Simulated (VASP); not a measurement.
Write the native input for VASP 6.6.1 that does the following.

```yaml
Task: single point
Functional: PBE
Potentials_or_basis: VASP PAW PBE potentials, release 64 (Tm_3, F), 4f in core
Cutoff: 600 eV
k_mesh: 6 × 4 × 2
Occupations: gaussian, width 0.2 eV
Spin: no spin polarisation
Dipole_correction: no
Mended: yes
Further_INCAR_settings: ALGO = Normal; EDIFF = 1e-06; NBANDS = 44
```

The structure of Tm3F lies in POSCAR:

```
Tm3F
1.0
    0.0000000000      0.0000000000     -3.3847272571
    0.0000000000     -5.4802413619      0.0000000000
  -10.9604827237      0.0000000000      0.0000000000
Tm F
6 2
Direct
    0.0000000000      0.5000000000      0.7500000000
    0.0000000000      0.5000000000      0.2500000000
    0.5000000000      1.0000000000      0.7500000000
    0.5000000000      1.0000000000      0.2500000000
    0.5000000000      0.5000000000      0.5000000000
    0.5000000000      0.5000000000      1.0000000000
    0.0000000000      1.0000000000      1.0000000000
    0.0000000000      1.0000000000      0.5000000000
```

The input as run:

INCAR

```
SYSTEM = Tm3F
PREC = Accurate
ENCUT = 600
EDIFF = 1E-6
ISMEAR = 0
SIGMA = 0.2
LREAL = .FALSE.
LASPH = .TRUE.
NELM = 200
ALGO = Normal
ISIF = 2
LWAVE = .FALSE.
LCHARG = .FALSE.
GGA = PE
NBANDS = 44
GGA_COMPAT = .FALSE.
LMAXMIX = 6
```

KPOINTS

```
regular mesh
0
G
  6 4 2
  0 0 0
```

Potentials or basis: VASP PAW PBE potentials, release 64 (Tm_3, F), 4f in core.

Run with:

```console
$ cat potpaw_PBE.64/Tm_3/POTCAR potpaw_PBE.64/F/POTCAR > POTCAR
$ mpirun -np 1 vasp_std > vasp.out
```

Results of the run:

```json
{
 "Pressure": "0.5 GPa",
 "Band gap on the k mesh": "zero (bands 34 and 35 overlap by 0.59 eV)"
}
```

Caveat: spin-orbit coupling is left out, which moves the levels of the heavy elements; the 4f electrons are frozen in the core, so they carry no moment and show no levels; the run has no spin polarisation, though such a crystal can be magnetic.

It took 3.5 min on 1 thread of Intel(R) Xeon(R) 6975P-C (Granite Rapids) (shared host), peak memory 0.45 GiB.
